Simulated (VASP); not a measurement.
Set up this calculation in VASP 6.6.1, as the native input.

```
Task                   : single point
Functional             : LDA
Potentials or basis    : VASP PAW LDA potentials, release 64 (Hf_pv)
Cutoff                 : 520 eV
k mesh                 : 16 × 16 × 10
Occupations            : gaussian, width 0.1 eV
Spin                   : no spin polarisation
Dipole correction      : no
Further INCAR settings : ALGO = Normal; EDIFF = 1e-07; NBANDS = 17
```

The structure of Hf lies in POSCAR:

```
Hf
1.0
    3.1189593372      0.0000000000      0.0000000000
   -1.5594796686      2.7010980193      0.0000000000
    0.0000000000      0.0000000000      4.9424847241
Hf
2
Direct
    0.3333333333      0.6666666667      0.2500000000
    0.6666666667      0.3333333333      0.7500000000
```

These files were run (other wordings do the same):

INCAR

```
SYSTEM = Hf
  PREC = Accurate
  ENCUT = 520
  EDIFF = 1E-7
  ISMEAR = 0
  SIGMA = 0.1
  LREAL = .False.
  LASPH = .True.
  NELM = 60
  ALGO = Normal
  ISIF = 2
  LWAVE = .False.
  LCHARG = .False.
  GGA = CA
  NBANDS = 17
```

KPOINTS

```
Automatic mesh
0
Gamma
  16 16 10
  0 0 0
```

Potentials or basis: VASP PAW LDA potentials, release 64 (Hf_pv).

The run is started by

```console
$ cat potpaw_LDA.64/Hf_pv/POTCAR > POTCAR
$ mpirun -np 1 vasp_std > vasp.out
```

It gave:

The pressure is 0.1 GPa. The band gap on the k mesh is zero (band 10 reaches 6.44 eV, above the bottom of band 11 at 4.89 eV).

Caveat: spin-orbit coupling is left out, which moves the levels of the heavy elements.

It took 50 s on 1 thread of Intel(R) Xeon(R) Platinum 8488C (Sapphire Rapids), on a shared host, peak memory 0.22 GiB.
